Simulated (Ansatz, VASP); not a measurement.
## NaSrCl3: VASP beside Ansatz

Contents of POSCAR:

```
NaSrCl3
1.0
    5.6252683343      0.0562526833      0.0000000000
    0.0562526833      5.6252683343      0.0000000000
    0.0000000000      0.0000000000      5.6252683343
Na Sr Cl
1 1 3
Direct
    0.0000000000      0.0000000000      0.0000000000
    0.5000000000      0.5000000000      0.5000000000
    0.5000000000      0.5000000000      0.0000000000
    0.5000000000      0.0000000000      0.5000000000
    0.0000000000      0.5000000000      0.5000000000
```

Contents of INCAR.step1:

```
SYSTEM = NaSrCl3
PREC = Accurate
ENCUT = 520
ISMEAR = 0
SIGMA = 0.01
LREAL = .False.
LASPH = .True.
NELM = 80
NBANDS = 27
GGA = PE
ALGO = Normal
EDIFF = 1E-4
LWAVE = .True.
LCHARG = .False.
```

The input INCAR.step2:

```
SYSTEM = NaSrCl3
PREC = Accurate
ENCUT = 520
EDIFF = 1E-7
ISMEAR = 0
SIGMA = 0.01
LREAL = .False.
LASPH = .True.
NELM = 80
ALGO = Normal
ISIF = 2
LWAVE = .False.
LCHARG = .False.
METAGGA = R2SCAN
LMIXTAU = .True.
NBANDS = 27
ISTART = 1
```

The input KPOINTS:

```
regular mesh
0
Gamma
  4 4 4
  0 0 0
```

Input for Ansatz:

```yaml
crystal:
  lattice:
    - [5.6252683343, 0.0562526833, 0.0]
    - [0.0562526833, 5.6252683343, 0.0]
    - [0.0, 0.0, 5.6252683343]
  atoms:
    - { symbol: Na, position: [0.0, 0.0, 0.0] }
    - { symbol: Sr, position: [0.5, 0.5, 0.5] }
    - { symbol: Cl, position: [0.5, 0.5, 0.0] }
    - { symbol: Cl, position: [0.5, 0.0, 0.5] }
    - { symbol: Cl, position: [0.0, 0.5, 0.5] }
kpoints:
  mp_grid: { grid: [4, 4, 4] }
  band_path:
    path: [[0.0, 0.0, 0.0], [0.0, 0.5, 0.0], [0.5, 0.5, 0.0], [0.5, 0.5, 0.5]]
    npoints: 1
hamiltonian:
  xc: r2scan
scf:
  occupations: { method: fixed }
  n_extra_bands: 5
output:
  forces: true
  stress: true
  eigenvalues: true
```

Change from the starting cell: shear_xy strain +2.0%.

Alike in both runs: task single point; functional r2SCAN; k mesh 4 × 4 × 4; no spin polarisation.

|  | VASP | Ansatz |
| --- | --- | --- |
| version | VASP 6.6.1 | Ansatz 0.2.0 |
| potentials or method | VASP PAW PBE potentials, release 64 (Na_pv, Sr_sv, Cl) | plane waves, PAW |
| plane-wave cutoff (eV) | 520 | 500 |
| occupations | gaussian, width 0.01 eV | fixed |
| valence electrons in the cell | 38 | 40 |

|  | VASP | Ansatz | Ansatz less VASP |
| --- | --- | --- | --- |
| gap on the k mesh at the Fermi level (eV) | 4.39 | 4.38 | -0.006 |
| pressure (GPa) | 0.0 | 0.0 | -0.02 |
| traceless stress, the component that is largest in VASP (GPa) | -0.07 | -0.08 | -0.007 |

VASP's potentials were made for PBE, not for r2SCAN. VASP's potentials hold 38 valence electrons a cell and Ansatz's 40, so a difference there can come from the potentials and not from the codes.
